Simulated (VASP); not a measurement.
# MgO: single point with LDA

Crystal: MgO.

```
Mg O
1.0
     4.16071    0.00000    0.00000
     0.00000   -4.16071    0.00000
     0.00000    0.00000   -4.16071
Mg O
4 4
Cartesian
  -0.3677 -4.5284 -4.3687
  2.0804 -2.0804 -4.1607
  2.0804 -4.1607 -2.0804
  0.0000 -2.0804 -2.0804
  2.0804 0.0000 0.0000
  0.0000 -2.0804 0.0000
  0.0000 0.0000 -2.0804
  2.0804 -2.0804 -2.0804
```

This cell differs from its parent crystal: atom 1 (Mg) moved by -0.520 Å along [1 1 0] and -0.208 Å along [0 0 1].

| Property | Result |
| --- | --- |
| Program | VASP 6.6.1 |
| Task | single point |
| Functional | LDA |
| Potentials or basis | VASP PAW LDA potentials, release 64 (Mg, O) |
| Cutoff | 520 eV |
| k mesh | 6 × 6 × 6 |
| Occupations | gaussian, width 0.05 eV |
| Spin | no spin polarisation |
| Dipole correction | no |
| Further INCAR settings | ALGO = Normal; EDIFF = 1e-07; NBANDS = 26 |

| Quantity | Value |
| --- | --- |
| Pressure | 8.3 GPa |
| Largest force | 6.874 eV/Å |
| Band gap on the k mesh | 4.91 eV |

Forces in eV/Å, atoms in the order of the input:
```
Mg   4.749  4.749  1.465
Mg  -1.345 -1.345  0.274
Mg  -1.046  0.389 -0.713
Mg   0.389 -1.046 -0.713
O   -2.348 -0.061 -0.015
O   -0.061 -2.348 -0.015
O   -0.489 -0.489 -0.393
O    0.152  0.152  0.108
```

Stress tensor (GPa, compression positive):
```
11.24 -2.46 -0.90
-2.46 11.24 -0.90
-0.90 -0.90  2.28
```

Levels at points of the mesh, in eV from the valence-band top:
```tsv
k point	band 13	band 14	band 15	band 16	band 17	band 18	band 19	band 20
(0.00, 0.00, 0.00)	-1.37	-0.13	-0.11	0.00	4.91	8.51	8.98	9.11
(0.50, 0.00, 0.00)	-0.95	-0.93	-0.78	-0.66	7.93	8.38	10.20	11.06
(0.00, 0.00, 0.50)	-0.94	-0.84	-0.80	-0.74	8.10	8.34	10.27	10.83
(0.50, 0.50, 0.00)	-0.97	-0.78	-0.73	-0.46	9.01	9.57	9.66	9.97
(0.00, 0.50, 0.50)	-0.89	-0.85	-0.78	-0.42	9.11	9.47	9.71	9.90
(0.50, 0.50, 0.50)	-0.78	-0.70	-0.45	-0.39	7.58	7.95	7.98	8.11
```

Wall time 92 s on 1 thread of AMD EPYC 7R13 Processor (Zen 3) (shared host), peak memory 0.19 GiB.

Caveat: the cell differs from its parent crystal (atom 1 (Mg) moved by -0.520 Å along [1 1 0] and -0.208 Å along [0 0 1]); the cell stands under pressure; forces of over 1 eV/Å act on the atoms, so gaps and moduli don't describe the material at rest.
